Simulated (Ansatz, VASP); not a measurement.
# Pd: VASP beside Ansatz

Contents of POSCAR:

```
Pd
1.0
    2.1051807153     -3.5678909111      0.0000000000
    2.1051807153      3.5678909111      0.0000000000
    0.0000000000      0.0000000000      4.2159619292
Pd
4
Direct
    0.1525000000      0.8475000000      0.0785000000
    0.6525000000      0.3475000000      0.4215000000
    0.8475000000      0.1525000000      0.9215000000
    0.3475000000      0.6525000000      0.5785000000
```

The input INCAR.step1:

```
SYSTEM = Pd
PREC = Accurate ; ENCUT = 600
ISMEAR = 0 ; SIGMA = 0.1
LREAL = .False. ; LASPH = .True.
NELM = 100 ; GGA = PE
ALGO = Normal ; EDIFF = 1E-4
LWAVE = .True. ; LCHARG = .False.
```

Contents of INCAR.step2:

```
SYSTEM = Pd
PREC = Accurate ; ENCUT = 600
EDIFF = 1E-7 ; ISMEAR = 0
SIGMA = 0.1 ; LREAL = .False.
LASPH = .True. ; NELM = 100
ALGO = Normal ; ISIF = 3
LWAVE = .False. ; LCHARG = .False.
METAGGA = R2SCAN ; LMIXTAU = .True.
IBRION = 2 ; NSW = 90
EDIFFG = -0.04 ; ISTART = 1
```

Contents of KPOINTS:

```
regular mesh
0
Gamma
  6 6 4
  0 0 0
```

Input for Ansatz:

```yaml
crystal:
  lattice:
    - [2.1051807153, -3.5678909111, 0.0]
    - [2.1051807153, 3.5678909111, 0.0]
    - [0.0, 0.0, 4.2159619292]
  atoms:
    - { symbol: Pd, position: [0.1525, 0.8475, 0.0785] }
    - { symbol: Pd, position: [0.6525, 0.3475, 0.4215] }
    - { symbol: Pd, position: [0.8475, 0.1525, 0.9215] }
    - { symbol: Pd, position: [0.3475, 0.6525, 0.5785] }
basis:
  ecutwfc: 500
kpoints:
  mp_grid: { grid: [6, 6, 4] }
hamiltonian:
  xc: r2scan
scf:
  occupations: { method: gaussian, width: 0.1 }
  lower_state_search: "off"
output:
  forces: true
  stress: true
  eigenvalues: true
relax:
  adjacent_minimum: "off"
  f_tol: 0.04
  max_steps: 70
  cell: { stress_tol: 0.4 }
```

Alike in both runs: task relaxation of cell and atoms; functional r2SCAN; k mesh 6 × 6 × 4; occupations gaussian, width 0.1 eV; no spin polarisation.

|  | VASP | Ansatz |
| --- | --- | --- |
| version | VASP 6.6.1 | Ansatz 0.2.0 |
| potentials or method | VASP PAW PBE potentials, release 64 (Pd), cutoff 600 eV | scalar-relativistic, plane waves, PAW |
| valence electrons in the cell | 40 | 72 |

Ansatz gave:

```
gap on the k mesh at the Fermi level, each at its own relaxed structure (eV) : none
relaxed volume (Å³/atom)                                                     : 16.23
relaxed cell length with the largest relative difference (Å)                 : 3.721
```

Q: What did VASP give for the same quantities?

A: gap on the k mesh at the Fermi level, each at its own relaxed structure (eV): none; relaxed volume (Å³/atom): 16.27; relaxed cell length with the largest relative difference (Å): 3.815.

VASP's potentials were made for PBE, not for r2SCAN. A gap of «none» marks a metal or a gap that the smearing closes. VASP's potentials hold 40 valence electrons a cell and Ansatz's 72, so a difference there can come from the potentials and not from the codes.

The k mesh is coarse, so the values compare programs but aren't converged.
